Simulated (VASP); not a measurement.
# Al (P6_3/mmc) in VASP: further runs, part 2 of 2

VASP 6.6.1.

## (6) Relaxation of cell and atoms, PBE+D3(BJ), target pressure 4 GPa, at which the enthalpy is minimised

This run uses another cell than the first one, of 15.22 Å³/atom.

The input, INCAR:

```
SYSTEM = Al
ALGO = Normal
EDIFF = 1E-6
EDIFFG = -0.008
ENCUT = 600
GGA = PE
IBRION = 2
ISIF = 3
ISMEAR = 0
IVDW = 12
LASPH = .TRUE.
LCHARG = .FALSE.
LREAL = .FALSE.
LWAVE = .FALSE.
NELM = 80
NSW = 70
PREC = Accurate
PSTRESS = 40.0
SIGMA = 0.1
```

The input, KPOINTS:

```
k-points
0
G
  18 18 10
  0 0 0
```

The input, POSCAR:

```
Al
1.0
    2.7620428977      0.0000000000      0.0000000000
   -1.3810214488      2.3919993157      0.0000000000
    0.0000000000      0.0000000000      4.6066090638
Al
2
Direct
    0.6666666667      0.3333333333      0.7500000000
    0.3333333333      0.6666666667      0.2500000000
```

Potentials or basis: VASP PAW PBE potentials, release 64 (Al).

The run is started by

```
cat potpaw_PBE.64/Al/POTCAR > POTCAR
mpirun -np 1 vasp_std > vasp.out
```

OUTCAR:

```text
SYSTEM = Al
   EDIFF = 1E-6
   EDIFFG = -0.008
   ENCUT = 600
   GGA = PE
   IBRION = 2
   ISIF = 3
   ISMEAR = 0
   IVDW = 12
   LASPH = .TRUE.
   LREAL = .FALSE.
   NELM = 80
   NSW = 70
   PREC = Accurate
   PSTRESS = 40.0
 IVDW          = 12

 ion  position               nearest neighbor table
   1  0.667  0.333  0.750-   2 2.80   2 2.80   2 2.80   2 2.80   2 2.80   2 2.80
   2  0.333  0.667  0.250-   1 2.80   1 2.80   1 2.80   1 2.80   1 2.80   1 2.80

  LATTYP: Found a hexagonal cell.
 ALAT       =     2.7620428977
[... 492 lines left out ...]

  FORCE on cell =-STRESS in cart. coord.  units (eV):
  Direction    XX          YY          ZZ          XY          YZ          ZX
  --------------------------------------------------------------------------------------
  -------------------------------------------------------------------------------------
  Total       0.75872     0.75872     0.75172     0.00000    -0.00000     0.00000
  in kB      39.90272    39.90272    39.53503     0.00000    -0.00000     0.00000
  external pressure =       -0.22 kB  Pullay stress =       40.00 kB

 VOLUME and BASIS-vectors are now :
 -----------------------------------------------------------------------------
  energy-cutoff  :      600.00
  volume of cell :       30.46
      direct lattice vectors                 reciprocal lattice vectors
     2.763132240  0.000000000  0.000000000     0.361908122  0.208947752 -0.000000000
    -1.381566120  2.392942713  0.000000000    -0.000000000  0.417895503 -0.000000000
     0.000000000  0.000000000  4.607369674     0.000000000 -0.000000000  0.217043578

 POSITION                                       TOTAL-FORCE (eV/Angst)
 -----------------------------------------------------------------------------------
      1.38157      0.79765      3.45553         0.000000     -0.000000      0.000000
     -0.00000      1.59530      1.15184        -0.000000      0.000000     -0.000000
 -----------------------------------------------------------------------------------
    total drift:                                0.000000     -0.000000     -0.000000

  FREE ENERGIE OF THE ION-ELECTRON SYSTEM (eV)
  ---------------------------------------------------
  free  energy   TOTEN  =        -8.0912850725 eV

  energy  without entropy=       -8.0866196204  energy(sigma->0) =       -8.08895235

  enthalpy is  TOTEN    =        -7.3307198898 eV   P V=        0.7605651826

 reached required accuracy - stopping structural energy minimisation
```

OSZICAR:

```text
N       E                     dE             d eps       ncg     rms          rms(c)
DAV:   1     0.106970393626E+01    0.10697E+01   -0.26504E+03  3108   0.766E+02
DAV:   2    -0.731496957517E+01   -0.83847E+01   -0.79547E+01  4144   0.553E+01
DAV:   3    -0.741102330660E+01   -0.96054E-01   -0.92257E-01  4480   0.690E+00
DAV:   4    -0.741143438593E+01   -0.41108E-03   -0.41082E-03  4382   0.391E-01
DAV:   5    -0.741143546774E+01   -0.10818E-05   -0.10827E-05  4431   0.164E-02    0.202E+00
DAV:   6    -0.738070357420E+01    0.30732E-01   -0.27770E-03  3780   0.407E-01    0.117E+00
DAV:   7    -0.735897703568E+01    0.21727E-01   -0.81238E-03  3507   0.643E-01    0.189E-01
DAV:   8    -0.735887733385E+01    0.99702E-04   -0.84117E-05  5180   0.761E-02    0.467E-02
DAV:   9    -0.735887342311E+01    0.39107E-05   -0.13401E-06  3829   0.968E-03    0.189E-03
DAV:  10    -0.735887294696E+01    0.47615E-06   -0.12900E-08  2401   0.105E-03
   1 F= -.73307151E+01 E0= -.73284023E+01  d E =-.733072E+01
       N       E                     dE             d eps       ncg     rms          rms(c)
DAV:   1    -0.736033100121E+01   -0.14576E-02   -0.96745E-05  4263   0.638E-02    0.810E-03
DAV:   2    -0.736033031895E+01    0.68226E-06   -0.59631E-07  3409   0.618E-03
   2 F= -.73307199E+01 E0= -.73283872E+01  d E =-.476512E-05
```

It took 50 s on 1 thread of Intel Xeon Platinum 8175M at 2.50GHz (Skylake/Cascade Lake), shared host; peak memory 0.2 GiB.

Results:

```
Free energy                                                : -8.0913 eV
Relaxed volume                                             : 15.23 Å³/atom
Relaxed cell                                               : a = 2.763 Å, b = 2.763 Å, c = 4.607 Å, α = 90.00°, β = 90.00°, γ = 120.00°
Space group after relaxing (to 0.1 Å)                      : P6_3/mmc (No. 194)
Energy change on relaxing (the run minimises the enthalpy) : -0.4 meV/atom
Ionic steps                                                : 2
Pressure after relaxing                                    : 4.0 GPa
Band gap on the k mesh                                     : zero (bands 3 and 4 overlap by 7.38 eV)
Dispersion energy per atom                                 : -0.365 eV
```

Step by step:
| step | energy change (eV) | largest force (eV/Å) | pressure (GPa) | volume (Å³) |
| --- | --- | --- | --- | --- |
| 1 | 0.0000 | 0.0000 | 4.07 | 30.43 |
| 2 | -0.0007 | 0.0000 | 3.98 | 30.46 |

Final structure:
```xyz
2
Lattice="2.7631 0.0000 0.0000 -1.3816 2.3929 0.0000 0.0000 0.0000 4.6074" Properties=species:S:1:pos:R:3 pbc="T T T"
Al    1.3816    0.7976    3.4555
Al    0.0000    1.5953    1.1518
```

Caveat: the cell is relaxed towards a set pressure, so the run minimises the enthalpy, not the energy.

## (7) The runs side by side

| task | cell | k mesh | cutoff (eV) | gap on the mesh (eV) | pressure (GPa) |
| --- | --- | --- | --- | --- | --- |
| single point | a = 2.792, b = 2.792, c = 4.657 Å, angles 90.0, 90.0, 120.0°, 2 atoms | 18 × 18 × 10 | 520 | none | 1.0 |
| single point | a = 2.815, b = 2.815, c = 4.696 Å, angles 90.0, 90.0, 120.0°, 2 atoms | 18 × 18 × 10 | 520 | none | -1.0 |
| relaxation of cell and atoms | relaxed to 90 GPa from a = 2.479, b = 2.479, c = 4.046 Å, angles 90.0, 90.0, 120.0°, 2 atoms | 21 × 21 × 10 | 600 | none | 90.0 |
| relaxation of cell and atoms | relaxed to 12 GPa from a = 2.697, b = 2.697, c = 4.496 Å, angles 90.0, 90.0, 120.0°, 2 atoms | 18 × 18 × 10 | 600 | none | 12.0 |
| relaxation of cell and atoms | relaxed to 4 GPa from a = 2.762, b = 2.762, c = 4.607 Å, angles 90.0, 90.0, 120.0°, 2 atoms | 18 × 18 × 10 | 600 | none | 4.0 |

Alike in all rows: level PBE+D3(BJ); potentials or basis VASP PAW PBE potentials, release 64 (Al); no spin polarisation; smearing gaussian 0.1 eV.

Caveats: the cell is relaxed towards a set pressure, so the run minimises the enthalpy, not the energy (at least some runs).

Absolute energies hang on the potentials; compare differences alone.
